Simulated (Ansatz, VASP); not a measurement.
## ZrC in VASP and in Ansatz

File INCAR:

```
  PREC = Accurate
  ENCUT = 520
  EDIFF = 1E-7
  ISMEAR = -1
  SIGMA = 0.05
  LREAL = False
  LASPH = True
  NELM = 60
  ALGO = Normal
  ISIF = 2
  LWAVE = False
  LCHARG = False
  NBANDS = 15
```

The input KPOINTS:

```
Automatic mesh
0
Gamma
  10 10 10
```

POSCAR

```
ZrC
1.0
    0.0000000000      2.3491270385      2.3491270385
    2.3491270385      0.0000000000      2.3491270385
    2.3491270385      2.3491270385      0.0000000000
Zr C
1 1
Direct
    0.5000000000      0.5000000000      0.5000000000
    0.0000000000      0.0000000000      0.0000000000
```

input.yaml

```yaml
crystal:
  lattice:
    - [0.0, 2.3491270385, 2.3491270385]
    - [2.3491270385, 0.0, 2.3491270385]
    - [2.3491270385, 2.3491270385, 0.0]
  atoms:
    - { symbol: Zr, position: [0.5, 0.5, 0.5] }
    - { symbol: C, position: [0.0, 0.0, 0.0] }
hamiltonian:
  xc: lda
  pseudopotentials: { kind: paw, xc_functional: lda, accuracy: standard }
kpoints:
  mp_grid: { grid: [10, 10, 10] }
scf:
  occupations: { method: fermi_dirac, width: 0.05 }
output:
  forces: true
  stress: true
  eigenvalues: true
```

Alike in both runs: task single point; functional LDA; k mesh 10 × 10 × 10; occupations fermi-dirac, width 0.05 eV; no spin polarisation.

|  | VASP | Ansatz |
| --- | --- | --- |
| version | VASP 6.6.1 | Ansatz 0.2.0 |
| potentials or method | VASP PAW LDA potentials, release 64 (Zr_sv, C) | JTH PAW LDA |
| plane-wave cutoff (eV) | 520 | 990 |
| valence electrons in the cell | 16 | 16 |

Ansatz gave:

```
gap on the k mesh at the Fermi level (eV) : none
pressure (GPa)                            : -8.5
```

Q: What did VASP give for the same quantities?

A: gap on the k mesh at the Fermi level (eV): none; pressure (GPa): -7.8.

LDA's correlation is that of Perdew and Zunger in VASP and of Perdew and Wang (1992) in Ansatz. A gap of «none» marks a metal or a gap that the smearing closes.
